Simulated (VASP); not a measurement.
Write the native input for VASP 6.6.1 that does the following.

- Task: single point
- Functional: r2SCAN
- Potentials or basis: VASP PAW PBE potentials, release 64 (Ca_sv, O_h)
- Cutoff: 1480 eV
- k mesh: 8 × 8 × 8
- Occupations: gaussian, width 0.05 eV
- Spin: no spin polarisation
- Dipole correction: no
- Further INCAR settings: ALGO = Normal; EDIFF = 1e-06; NBANDS = 15

The system is CaO.

```
CELL_PARAMETERS angstrom
0.00000 2.36503 2.36503
2.36503 0.00000 2.36503
2.36503 2.36503 0.00000
ATOMIC_POSITIONS crystal
Ca 0.50000 0.50000 0.50000
O 0.00000 0.00000 0.00000
```

These files were run (other wordings do the same):

POSCAR

```
CaO
1.0
    0.0000000000      2.3650284807      2.3650284807
    2.3650284807      0.0000000000      2.3650284807
    2.3650284807      2.3650284807      0.0000000000
Ca O
1 1
Direct
    0.5000000000      0.5000000000      0.5000000000
    0.0000000000      0.0000000000      0.0000000000
```

INCAR.step1

```
PREC = Accurate
ENCUT = 1480
ISMEAR = 0
SIGMA = 0.05
LREAL = F
LASPH = T
NELM = 120
NBANDS = 15
GGA = PE
ALGO = Normal
EDIFF = 1E-5
LWAVE = T
LCHARG = F
GGA_COMPAT = F
```

INCAR.step2

```
PREC = Accurate
ENCUT = 1480
EDIFF = 1E-6
ISMEAR = 0
SIGMA = 0.05
LREAL = F
LASPH = T
NELM = 120
ALGO = Normal
ISIF = 2
LWAVE = F
LCHARG = F
METAGGA = R2SCAN
LMIXTAU = T
NBANDS = 15
ISTART = 1
GGA_COMPAT = F
```

KPOINTS

```
regular mesh
0
Gamma
  8 8 8
```

Potentials or basis: VASP PAW PBE potentials, release 64 (Ca_sv, O_h).

Launch:

```bash
$ cat potpaw_PBE.64/Ca_sv/POTCAR potpaw_PBE.64/O_h/POTCAR > POTCAR
$ cp INCAR.step1 INCAR
$ mpirun -np 1 vasp_std > vasp.out
$ cp INCAR.step2 INCAR
$ mpirun -np 1 vasp_std > vasp.out
```

Results of the run:

```
Pressure               : 6.4 GPa
Band gap on the k mesh : 4.18 eV (least direct gap 4.54 eV)
```

Caveat: the cell stands under pressure; the PAW data sets were made with another functional, which shifts forces and pressure a little.

Run time: 110 s on 1 thread of Intel(R) Xeon(R) 6975P-C (Granite Rapids) (shared host), peak memory 0.32 GiB.
